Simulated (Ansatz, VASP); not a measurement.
Two plane-wave programs on RuBrF2

The input INCAR:

```
SYSTEM = RuBrF2
PREC = Accurate
ENCUT = 600
EDIFF = 1E-7
ISMEAR = 0
SIGMA = 0.1
LREAL = .False.
LASPH = .True.
NELM = 200
ALGO = Normal
ISIF = 3
LWAVE = .False.
LCHARG = .False.
ISPIN = 2
MAGMOM = -0.23 0 0 0
LORBIT = 11
LMAXMIX = 4
GGA = PE
IBRION = 2
NSW = 100
EDIFFG = -0.01
GGA_COMPAT = .False.
NELMIN = 4
KPAR = 4
```

Contents of KPOINTS:

```
Automatic mesh
0
Gamma
  16 16 6
  0 0 0
```

The input POSCAR:

```
RuBrF2
1.0
    2.7605577352      0.0000000000      0.0000000000
    0.0000000000      2.7605577352      0.0000000000
    0.0000000000      0.0000000000      9.2781821015
Ru Br F
1 1 2
Direct
    0.0000000000      0.0000000000      0.1004721106
    0.0000000000      0.0000000000      0.8349712457
    0.0000000000      0.0000000000      0.3000938695
    0.0000000000      0.0000000000      0.6204085142
```

Input for Ansatz:

```yaml
crystal:
  lattice:
    - [2.7605577352, 0.0, 0.0]
    - [0.0, 2.7605577352, 0.0]
    - [0.0, 0.0, 9.2781821015]
  atoms:
    - { symbol: Ru, position: [0.0, 0.0, 0.1004721106], spin: -0.23 }
    - { symbol: Br, position: [0.0, 0.0, 0.8349712457] }
    - { symbol: F, position: [0.0, 0.0, 0.3000938695] }
    - { symbol: F, position: [0.0, 0.0, 0.6204085142] }
basis:
  ecutwfc: 420
kpoints:
  mp_grid: { grid: [16, 16, 6] }
hamiltonian:
  xc: pbe
scf:
  occupations: { method: gaussian, width: 0.1 }
output:
  forces: true
  stress: true
  eigenvalues: true
  populations: true
  write_density: true
  write_potential: true
  elf: true
  volumetric_format: npy
magnetization:
  spin_polarized: true
relax:
  adjacent_minimum: "off"
  f_tol: 0.01
  max_steps: 80
  cell: { stress_tol: 0.05 }
```

Alike in both runs: task relaxation of cell and atoms; functional PBE; k mesh 16 × 16 × 6; occupations gaussian, width 0.1 eV; collinear spin.

```csv
,VASP,Ansatz
version,VASP 6.6.1,Ansatz 0.2.0
potentials or method,"VASP PAW PBE potentials, release 64 (Ru_pv, Br, F), cutoff 600 eV","scalar-relativistic, plane waves, PAW"
valence electrons in the cell,35,37
```

VASP gave:

- gap on the k mesh at the Fermi level, each at its own relaxed structure (eV): none
- net moment per atom (μB): 0.00
- relaxed volume (Å³/atom): 17.53
- relaxed length of the cell vector where the two differ most in proportion (Å): 9.317

Which values does Ansatz return?

gap on the k mesh at the Fermi level, each at its own relaxed structure (eV): none; net moment per atom (μB): 0.00; relaxed volume (Å³/atom): 17.68; relaxed length of the cell vector where the two differ most in proportion (Å): 9.373.

A gap of «none» marks a metal or a gap that the smearing closes. VASP's potentials hold 35 valence electrons a cell and Ansatz's 37, so a difference there can come from the potentials and not from the codes. Ansatz's warnings: seeded moment not kept.
